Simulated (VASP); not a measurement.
SiC, 8 atoms in the cell. The structure is orthorhombic, space group Aea2 (No. 41). Conventional cell: a = 6.770 Å, b = 5.038 Å, c = 4.951 Å, α = 90.00°, β = 90.00°, γ = 90.00°. Within 2.4 Å of Si (site symmetry 1) lie 4 C at 1.84 to 2.04 Å. Within 2.4 Å of C (site symmetry 1) lie 4 Si at 1.84 to 2.04 Å. 

- Program: VASP 6.6.1
- Task: density of states
- Functional: PBE
- Potentials or basis: VASP PAW PBE potentials, release 64 (Si, C)
- Cutoff: 520 eV
- k mesh: 6 × 10 × 10
- Occupations: gaussian, width 0.1 eV
- Spin: no spin polarisation
- Dipole correction: no
- k mesh for the DOS: 9 × 15 × 15
- Occupations for the DOS: tetrahedron
- Further INCAR settings: ALGO = Normal; EDIFF = 1e-06

Potentials or basis: VASP PAW PBE potentials, release 64 (Si, C).

The run is started by

```console
$ cat potpaw_PBE.64/Si/POTCAR potpaw_PBE.64/C/POTCAR > POTCAR
$ cp INCAR.step1 INCAR
$ cp KPOINTS.step1 KPOINTS
$ mpirun -np 1 vasp_std > vasp.out
$ cp INCAR.step2 INCAR
$ cp KPOINTS.step2 KPOINTS
$ mpirun -np 1 vasp_std > vasp.out
```

Hardware: 1 thread of Oxide Virtual Turin-like Processor (shared host).

**Question.** Estimate the wall time of this run.

**Answer.** Wall time 13 min on 1 thread of Oxide Virtual Turin-like Processor, on a shared host, peak memory 0.48 GiB. Counts: k points 320.
